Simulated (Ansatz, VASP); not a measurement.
Two plane-wave programs on KI

```
K I
1.0
     2.44984   -4.24281    0.00000
     2.44984    4.24281    0.00000
     0.00000    0.00000    8.59082
K I
2 2
Cartesian
  2.4498 0.0000 4.2954
  2.4498 0.0000 0.0000
  2.4498 -2.8291 2.1477
  2.4498 2.8291 6.4431
```

Alike in both runs: task single point; functional PBE; k mesh 6 × 6 × 2; no spin polarisation.

```csv
,VASP,Ansatz
version,VASP 6.6.1,Ansatz 0.2.0
potentials or method,"VASP PAW PBE potentials, release 64 (K_sv, I)",plane waves
plane-wave cutoff (eV),520,420
occupations,"methfessel-paxton of order 1, width 0.2 eV","cold, width 0.2 eV"
valence electrons in the cell,32,52
```

|  | VASP | Ansatz | Ansatz less VASP |
| --- | --- | --- | --- |
| pressure (GPa) | 0.4 | 0.4 | +0.01 |

VASP's potentials hold 32 valence electrons a cell and Ansatz's 52, so a difference there can come from the potentials and not from the codes.

Spin-orbit coupling is off throughout.
